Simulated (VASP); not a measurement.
A run of VASP 6.6.1:

INCAR

```
  ALGO = Normal
  DIPOL = 0.5 0.5 0.500
  EDIFF = 1E-6
  ENCUT = 520
  GGA = PS
  IDIPOL = 3
  ISIF = 2
  ISMEAR = 0
  LASPH = True
  LCHARG = False
  LDIPOL = True
  LREAL = False
  LWAVE = False
  NBANDS = 50
  NELM = 100
  PREC = Accurate
  SIGMA = 0.1
```

KPOINTS

```
k-points
0
Gamma
  9 6 1
```

File POSCAR:

```
Ti4Al9
1.0
    3.9724249786      0.0000000000      0.0000000000
    0.0000000000      6.3340202875      0.0000000000
    0.0000000000      0.0000000000     22.4223014059
Al Ti
9 4
Direct
    0.0000000000      0.8103778562      0.3344884124
    0.5000000000      0.1233989978      0.3631059885
    0.5000000000      0.7155667843      0.4172442062
    0.5000000000      0.3077345708      0.4713824239
    0.0000000000      0.6207557124      0.5000000000
    0.5000000000      0.9337768540      0.5286175761
    0.5000000000      0.5259446405      0.5827557938
    0.5000000000      0.1181124270      0.6368940115
    0.0000000000      0.4311335686      0.6655115876
    0.0000000000      0.4327495880      0.3913879890
    0.0000000000      0.9983839807      0.4431004235
    0.0000000000      0.2431274442      0.5568995765
    0.0000000000      0.8087618369      0.6086120110
```

Potentials or basis: VASP PAW PBE potentials, release 64 (Al, Ti_sv).

Run with:

```sh
$ cat potpaw_PBE.64/Al/POTCAR potpaw_PBE.64/Ti_sv/POTCAR > POTCAR
$ mpirun -np 1 vasp_std > vasp.out
```

Hardware: 1 thread of Intel(R) Xeon(R) Platinum 8488C (Sapphire Rapids) (shared host).

How long does it take, and how much memory?

Wall time 16 min on 1 thread of Intel(R) Xeon(R) Platinum 8488C (Sapphire Rapids), on a shared host, peak memory 0.77 GiB. Counts: scf iterations 26, k points 20.
